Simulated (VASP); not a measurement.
# O (Pm-3m) in VASP: single point with PBEsol

Aim: the single point of O with PBEsol.

Program: VASP 6.6.1. These are calculated values, not measurements. Logs are shortened: lines on timing, memory, paths and dates and some standing lists are left out, and cuts for length are marked.

## (1) The cell of the first run

Symmetry: Pm-3m, No. 221, cubic system. Conventional cell: a = 1.963 Å, b = 1.963 Å, c = 1.963 Å, α = 90.00°, β = 90.00°, γ = 90.00°. Within 2.6 Å of O (site symmetry m-3m) lie 6 O at 1.96 Å.

## (2) Single point, PBEsol

INCAR

```
SYSTEM = O
  ALGO = Normal
  EDIFF = 1E-7
  ENCUT = 520
  GGA = PS
  ISIF = 2
  ISMEAR = -1
  LASPH = .TRUE.
  LCHARG = .TRUE.
  LELF = .TRUE.
  LREAL = .FALSE.
  LVHAR = .TRUE.
  LWAVE = .FALSE.
  NBANDS = 9
  NELM = 80
  PREC = Accurate
  SIGMA = 0.13605693000000002
```

KPOINTS

```
k-points
0
G
  17 17 17
  0 0 0
```

POSCAR

```
O
1.0
    1.9630723715      0.0000000000      0.0000000000
    0.0000000000      1.9630723715      0.0000000000
    0.0000000000      0.0000000000      1.9630723715
O
1
Direct
    0.0000000000      0.0000000000      0.0000000000
```

Potentials or basis: VASP PAW PBE potentials, release 64 (O).

Launch:

```
$ cat potpaw_PBE.64/O/POTCAR > POTCAR
$ mpirun -np 1 vasp_std > vasp.out
```

OUTCAR:

```text
SYSTEM = O
   EDIFF = 1E-7
   ENCUT = 520
   GGA = PS
   ISIF = 2
   ISMEAR = -1
   LASPH = .TRUE.
   LREAL = .FALSE.
   NELM = 80
   PREC = Accurate

 ion  position               nearest neighbor table
   1  0.000  0.000  0.000-

  LATTYP: Found a simple cubic cell.
 ALAT       =     1.9630723715

  Lattice vectors:

 A1 = (   1.9630723715,   0.0000000000,   0.0000000000)
 A2 = (   0.0000000000,   1.9630723715,   0.0000000000)
 A3 = (   0.0000000000,   0.0000000000,   1.9630723715)

Analysis of symmetry for initial positions (statically):
=====================================================================
 Subroutine PRICEL returns:
 Original cell was already a primitive cell.

 Routine SETGRP: Setting up the symmetry group for a
 simple cubic supercell.

 Subroutine GETGRP returns: Found 48 space group operations
 (whereof 48 operations were pure point group operations)
 out of a pool of 48 trial point group operations.

The static configuration has the point symmetry O_h .

Analysis of symmetry for dynamics (positions and initial velocities):
=====================================================================
 Subroutine PRICEL returns:
 Original cell was already a primitive cell.

 Routine SETGRP: Setting up the symmetry group for a
 simple cubic supercell.

 Subroutine GETGRP returns: Found 48 space group operations
 (whereof 48 operations were pure point group operations)
 out of a pool of 48 trial point group operations.

The dynamic configuration has the point symmetry O_h .

 Subroutine INISYM returns: Found 48 space group operations
 (whereof 48 operations are pure point group operations),
 and found     1 'primitive' translations

----------------------------------------------------------------------------------------

                                     Primitive cell

  volume of cell :       7.5650

  direct lattice vectors                    reciprocal lattice vectors
     1.963072372  0.000000000  0.000000000     0.509405570  0.000000000  0.000000000
     0.000000000  1.963072372  0.000000000     0.000000000  0.509405570  0.000000000
     0.000000000  0.000000000  1.963072372     0.000000000  0.000000000  0.509405570

  length of vectors
[... 79 lines left out ...]
   NELM   =     80;   NELMIN=  2; NELMDL= -5     # of ELM steps
   EDIFF  = 0.1E-06   stopping-criterion for ELM
   LREAL  =      F    real-space projection
   EDIFFG = 0.1E-05   stopping-criterion for IOM
   NSW    =      0    number of steps for IOM
   IBRION =     -1    ionic relax: 0-MD 1-quasi-New 2-CG
   NFREE  =      0    steps in history (QN), initial steepest desc. (CG)
   ISIF   =      2    stress and relaxation
   ISYM   =      2    0-nonsym 1-usesym 2-fastsym
   POTIM  = 0.5000    time-step for ionic-motion
   TEBEG  =    0.0;   TEEND  =   0.0 temperature during run
   PSTRESS=    0.0 pullay stress
   NELECT =       6.0000    total number of electrons
   NUPDOWN=      -1.0000    fix difference up-down
   EMIN   =  10.00;   EMAX   =-10.00  energy-range for DOS
   EFERMI =   0.00;   METHOD = LEGACY
   ISMEAR =    -1;   SIGMA  =   0.14  broadening in eV -4-tet -1-fermi 0-gaus
   EFERMI_NEDOS =   21; number of points for ismear=-14 and -15
   IALGO  =     38    algorithm
   IMIX   =      4    mixing-type and parameters
     AMIX     =   0.40;   BMIX     =  1.00
     AMIX_MAG =   1.60;   BMIX_MAG =  1.00
  volume/ion in A,a.u.               =       7.57        51.05
  Fermi-wavevector in a.u.,A,eV,Ry     =   1.515383  2.863658 31.244203  2.296384
  Thomas-Fermi vector in A             =   2.624914
   LORBIT       =      0    0 simple, 1 ext, 2 COOP (PROOUT), +10 PAW based schemes
   GGA     = PS    functional components
   LHFCALC =     F    Hartree Fock is set to
   AEXX    =    0.0000 exact exchange contribution
   IVDW    =     0    specifies the selected vdW correction
   LEPSILON=     F    determine dielectric tensor
   LRPA    =     F    only Hartree local field effects (RPA)
 non-spin polarized calculation
  energy-cutoff  :      520.00
  volume of cell :        7.57
 maximum number of plane-waves:       212
 NGX is ok and might be reduce to    16
   NGX =  7   NGY =  7   NGZ =  7

 number of electron       5.9999994 magnetization

 Free energy of the ion-electron system (eV)
  ---------------------------------------------------
  ext. energy  EPLUGINS =         0.00000000
  ---------------------------------------------------
  free energy    TOTEN  =        -3.50890106 eV

  energy without entropy =       -3.47195815  energy(sigma->0) =       -3.49042960

 E-fermi :   3.2049     XC(G=0): -12.4990

 val. band max:        3.1982654084   @ k =   0.4706   0.4706   0.2353
 cond. band min:       3.2517746059   @ k =   0.4706   0.1765   0.1176
 fundamental gap:      0.0535091975
 Fermi energy:         3.2048971841

 k-point     1 :       0.0000    0.0000    0.0000
  band No.  band energies     occupation
      1     -19.5649      2.00000
      2       4.3486      0.00045
      3       4.3486      0.00045
      4       4.3486      0.00045
      5      19.4491      0.00000
      6      30.3553      0.00000
      7      30.3553      0.00000
      8      48.6121      0.00000
      9      48.6121      0.00000
[... 265 lines left out ...]
 k-point    24 :       0.4706    0.1176    0.0000
  band No.  band energies     occupation
      1     -15.5531      2.00000
      2      -5.1980      2.00000
      3       4.2941      0.00067
      4       5.5159      0.00000
      5      23.5236      0.00000
      6      29.9122      0.00000
      7      36.9500      0.00000
      8      38.2049      0.00000
      9      42.0473      0.00000

 [... further k-points ...]

------------------------ aborting loop because EDIFF is reached ----------------------------------------

  FORCE on cell =-STRESS in cart. coord.  units (eV):
  Direction    XX          YY          ZZ          XY          YZ          ZX
  --------------------------------------------------------------------------------------
  -------------------------------------------------------------------------------------
  Total       -0.0003668     -0.0003668     -0.0003668     -0.0000000     -0.0000000     -0.0000000
  in kB       -0.0776836     -0.0776836     -0.0776836     -0.0000000     -0.0000000     -0.0000000
  external PRESSURE =      -0.0776836 kB  Pullay stress =       0.0000000 kB

 VOLUME and BASIS-vectors are now :
 -----------------------------------------------------------------------------
  energy-cutoff  :      520.00
  volume of cell :        7.57
      direct lattice vectors                 reciprocal lattice vectors
     1.963072372  0.000000000  0.000000000     0.509405570  0.000000000  0.000000000
     0.000000000  1.963072372  0.000000000     0.000000000  0.509405570  0.000000000
     0.000000000  0.000000000  1.963072372     0.000000000  0.000000000  0.509405570

 POSITION                                       TOTAL-FORCE (eV/Angst)
 -----------------------------------------------------------------------------------
      0.00000      0.00000      0.00000         0.000000      0.000000      0.000000
 -----------------------------------------------------------------------------------
    total drift:                               -0.000000     -0.000000      0.000000

  FREE ENERGIE OF THE ION-ELECTRON SYSTEM (eV)
  ---------------------------------------------------
  free  energy   TOTEN  =        -3.5089010596 eV

  energy  without entropy=       -3.4719581456  energy(sigma->0) =       -3.49042960
```

It took 2.8 s on 1 thread of Intel Xeon 6975P-C (Granite Rapids), shared host; peak memory 0.11 GiB.

What came out:

```yaml
Free_energy: -3.5089 eV
Pressure: 0.0 GPa
Band_gap_on_the_k_mesh: zero (band 3 reaches 5.41 eV, above the bottom of band 4 at -0.56 eV)
```

Caveat: the PAW data sets were made with another functional, which shifts forces and pressure a little.
